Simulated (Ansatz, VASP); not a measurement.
# One calculation of Al2Cu, two programs

```xyz
9
Lattice="4.7897 0.8622 0.0323 0.8341 6.0768 0.8549 -0.0263 0.6845 4.7481" Properties=species:S:1:pos:R:3 pbc="T T T"
Al    2.0976    1.5710    2.5856
Al    1.6884    4.2415    2.8251
Al    4.2080    3.2979    2.8702
Al    1.2028    6.0297    4.9242
Al    0.7689    2.2224    0.3270
Al    3.6127    5.7589    1.4209
Cu    2.9743    3.2495    0.6136
Cu    4.4908    1.1969    1.6079
Cu    4.0858    5.5373    3.8911
```

Alike in both runs: task relaxation of cell and atoms; functional PBEsol; k mesh 5 × 4 × 5; occupations gaussian, width 0.1 eV; no spin polarisation.

|  | VASP | Ansatz |
| --- | --- | --- |
| version | VASP 6.6.1 | Ansatz 0.2.0 |
| potentials or method | VASP PAW PBE potentials, release 64 (Al, Cu), cutoff 600 eV | scalar-relativistic, plane waves, PAW |
| valence electrons in the cell | 51 | 75 |

Ansatz gave:

* gap on the k mesh at the Fermi level, each at its own relaxed structure (eV): none
* relaxed volume (Å³/atom): 14.63
* relaxed cell length with the largest relative difference (Å): 6.210

Estimate VASP's values.

gap on the k mesh at the Fermi level, each at its own relaxed structure (eV): none; relaxed volume (Å³/atom): 14.68; relaxed cell length with the largest relative difference (Å): 6.225.

VASP's potentials were made for PBE, not for PBEsol. A gap of «none» marks a metal or a gap that the smearing closes. VASP's potentials hold 51 valence electrons a cell and Ansatz's 75, so a difference there can come from the potentials and not from the codes.
